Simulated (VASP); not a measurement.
## H18SO8: single point with PBE+D3(BJ)

The system is H18SO8.

```
CELL_PARAMETERS angstrom
6.69433 0.00000 0.00000
0.00000 6.69433 0.00000
0.00000 0.00000 6.69433
ATOMIC_POSITIONS crystal
O 0.41689 0.58181 0.28708
O 0.62516 0.88267 0.06241
O 0.01220 0.65668 0.23919
O 0.88573 0.74240 0.78995
O 0.90728 0.96140 0.43780
O 0.59846 0.43930 0.72396
O 0.40652 0.76039 0.68368
O 0.52591 0.27547 0.06208
H 0.49757 0.69614 0.23272
H 0.45594 0.46683 0.19972
H 0.69896 0.88848 0.19291
H 0.71513 0.84491 0.94537
H 0.15492 0.62974 0.27522
H 0.01135 0.68609 0.09840
H 0.89985 0.83781 0.67471
H 0.79173 0.64906 0.73005
H 0.99574 0.07479 0.43041
H 0.97063 0.83204 0.38238
H 0.47164 0.51923 0.75528
H 0.55805 0.35966 0.60403
H 0.27426 0.80942 0.68882
H 0.40972 0.69457 0.54936
H 0.58221 0.31884 0.92674
H 0.56446 0.13319 0.08392
H 0.95853 0.26539 0.90967
H 0.22359 0.22967 0.01474
S 0.06759 0.11522 0.99026
```

- Program: VASP 6.6.1
- Task: single point
- Functional: PBE
- Dispersion: D3(BJ)
- Potentials or basis: VASP PAW PBE potentials, release 64 (O, H, S)
- Cutoff: 520 eV
- k mesh: 1 × 1 × 1
- Occupations: fermi-dirac, width 0.05 eV
- Spin: no spin polarisation

* Pressure: 0.2 GPa
* Largest force: 1.763 eV/Å
* Band gap on the k mesh: 3.61 eV
* Dispersion energy per atom: -0.037 eV

Forces on the atoms (eV/Å):
```
O    0.242  1.010  0.182
O    0.067  0.057  1.146
O    0.644 -0.543  1.077
O   -0.005  0.551 -0.518
O   -0.633 -1.002  0.856
O   -1.103 -0.497 -0.888
O    0.789 -0.853 -1.114
O    0.239  0.243 -0.257
H   -0.640 -0.734 -0.158
H    0.178 -0.426  0.092
H    0.323  0.088 -1.327
H    0.060 -0.022  0.933
H   -0.146 -0.188 -0.579
H   -0.026  0.209 -0.712
H    0.136  0.200  0.377
H   -0.330 -0.833  0.135
H    0.349  0.064 -0.335
H   -0.226  1.098 -0.586
H    1.204 -0.061 -0.377
H    0.516  0.585  0.830
H   -1.514  0.763  0.485
H    0.187  0.345  0.368
H   -0.449 -0.444  0.968
H   -0.103  0.311 -0.354
H    0.039 -0.157  0.097
H    1.160  0.677  0.129
S   -0.959 -0.441 -0.470
```

Stress tensor (GPa, compression positive):
```
 1.60  0.23 -0.23
 0.23  0.77 -0.38
-0.23 -0.38 -1.78
```

Levels at points of the mesh, in eV from the valence-band top:
| k point | band 34 | band 35 | band 36 | band 37 | band 38 | band 39 |
| --- | --- | --- | --- | --- | --- | --- |
| (0.00, 0.00, 0.00) | -1.37 | -0.84 | 0.00 | 3.61 | 5.86 | 6.40 |

Run time: 24 s on 1 thread of Intel(R) Xeon(R) Platinum 8559C (Emerald Rapids), with other jobs on the host, peak memory 0.33 GiB.

Caveat: the k points lie up to 0.94 Å⁻¹ apart.
